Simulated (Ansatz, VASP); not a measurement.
**Two plane-wave programs on Al3GaN4**

```
CELL_PARAMETERS angstrom
4.35811 0.00000 0.00000
0.00000 4.35811 0.00000
0.00000 0.00000 5.22799
ATOMIC_POSITIONS crystal
Al 0.50000 0.50000 0.00000
Al 0.50000 0.00000 0.50000
Al 0.00000 0.50000 0.50000
Ga 0.00000 0.00000 0.00000
N 0.74471 0.74471 0.25529
N 0.74471 0.25529 0.74471
N 0.25529 0.74471 0.74471
N 0.25529 0.25529 0.25529
```

Alike in both runs: task single point; functional PBEsol; k mesh 6 × 6 × 6; occupations gaussian, width 0.05 eV; no spin polarisation.

```csv
,VASP,Ansatz
version,VASP 6.6.1,Ansatz 0.2.0
potentials or method,"VASP PAW PBE potentials, release 64 (Al, Ga_d, N), cutoff 520 eV","scalar-relativistic, plane waves, PAW"
valence electrons in the cell,42,42
```

VASP gave:

| Item | Value |
| --- | --- |
| gap on the k mesh at the Fermi level (eV) | 1.58 |
| least direct gap on the mesh (eV) | 1.66 |
| pressure (GPa) | -22.8 |
| traceless stress, the component that is largest in VASP (GPa) | -23.65 |
| rms of the force components (eV/Å) | 0.040 |

**Question.** What did Ansatz give for the same quantities?

**Answer.** gap on the k mesh at the Fermi level (eV): 1.58; least direct gap on the mesh (eV): 1.65; pressure (GPa): -22.7; traceless stress, the component that is largest in VASP (GPa): -23.62; rms of the force components (eV/Å): 0.040.

VASP's potentials were made for PBE, not for PBEsol. Atom by atom the forces differ by 0.003 eV/Å (rms over components).
